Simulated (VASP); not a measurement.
Ni2Ge: relaxation of cell and atoms with PBEsol

Ni2Ge:

```xyz
6
Lattice="3.8918 0.0000 0.0000 -1.9459 3.3704 0.0000 0.0000 0.0000 4.8912" Properties=species:S:1:pos:R:3 pbc="T T T"
Ni    1.9459    1.1235    1.2228
Ni    0.0000    2.2469    3.6684
Ni    0.0000    0.0000    0.0000
Ni    0.0000    0.0000    2.4456
Ge    1.9459    1.1235    3.6684
Ge    0.0000    2.2469    1.2228
```

* Program: VASP 6.6.1
* Task: relaxation of cell and atoms
* Functional: PBEsol
* Potentials or basis: VASP PAW PBE potentials, release 64 (Ni, Ge_d)
* Cutoff: 600 eV
* k mesh: 12 × 12 × 8
* Occupations: gaussian, width 0.1 eV
* Spin: no spin polarisation
* Target pressure: 15 GPa
* Dipole correction: no
* Further INCAR settings: ALGO = Fast; EDIFF = 1e-06; IBRION = 2; EDIFFG = -0.008; NSW = 70; ISIF = 3

```json
{
  "Relaxed volume": "10.72 Å³/atom",
  "Relaxed cell": "a = 3.899 Å, b = 3.899 Å, c = 4.883 Å, α = 90.00°, β = 90.00°, γ = 120.00°",
  "Space group after relaxing (to 0.1 Å)": "P6_3/mmc (No. 194)",
  "Energy change on relaxing (the run minimises the enthalpy)": "-2.3 meV/atom",
  "Ionic steps": "3",
  "Pressure after relaxing": "15.0 GPa",
  "Band gap on the k mesh": "zero (bands 34 and 35 overlap by 3.04 eV)"
}
```

Stress tensor (GPa, compression positive):
```
14.94  0.00  0.00
 0.00 14.94  0.00
 0.00  0.00 15.03
```

The path:
| step | energy change (eV) | largest force (eV/Å) | pressure (GPa) | volume (Å³) |
| --- | --- | --- | --- | --- |
| 1 | 0.0000 | 0.0000 | 15.22 | 64.16 |
| 2 | -0.0138 | 0.0000 | 15.12 | 64.29 |
| 3 | -0.0138 | 0.0000 | 14.97 | 64.29 |

Final structure:
```
Ni Ge
1.0
     3.89925    0.00000    0.00000
    -1.94963    3.37685    0.00000
     0.00000    0.00000    4.88292
Ni Ge
4 2
Direct
  0.66667 0.33333 0.25000
  0.33333 0.66667 0.75000
  0.00000 0.00000 0.00000
  0.00000 0.00000 0.50000
  0.66667 0.33333 0.75000
  0.33333 0.66667 0.25000
```

Levels at points of the mesh, in eV from the Fermi level:
| k point | band 32 | band 33 | band 34 | band 35 | band 36 | band 37 |
| --- | --- | --- | --- | --- | --- | --- |
| (0.00, 0.00, 0.00) | -0.66 | 0.18 | 2.40 | 2.86 | 2.86 | 2.98 |
| (0.50, 0.00, 0.00) | -1.29 | -1.09 | -0.72 | -0.56 | 0.89 | 1.87 |
| (0.00, 0.00, 0.50) | -1.25 | 1.69 | 1.69 | 3.43 | 3.43 | 3.43 |
| (0.50, 0.00, 0.50) | -1.33 | -0.92 | -0.92 | 0.95 | 0.95 | 2.78 |

It took 6 min on 1 thread of Intel(R) Xeon(R) Platinum 8488C (Sapphire Rapids), on a shared host, peak memory 0.38 GiB.

Caveat: the cell is relaxed towards a set pressure, so the run minimises the enthalpy, not the energy; the PAW data sets were made with another functional, which shifts forces and pressure a little. Spin polarisation is off, so any magnetic state and its effect on volume and gap are missing.
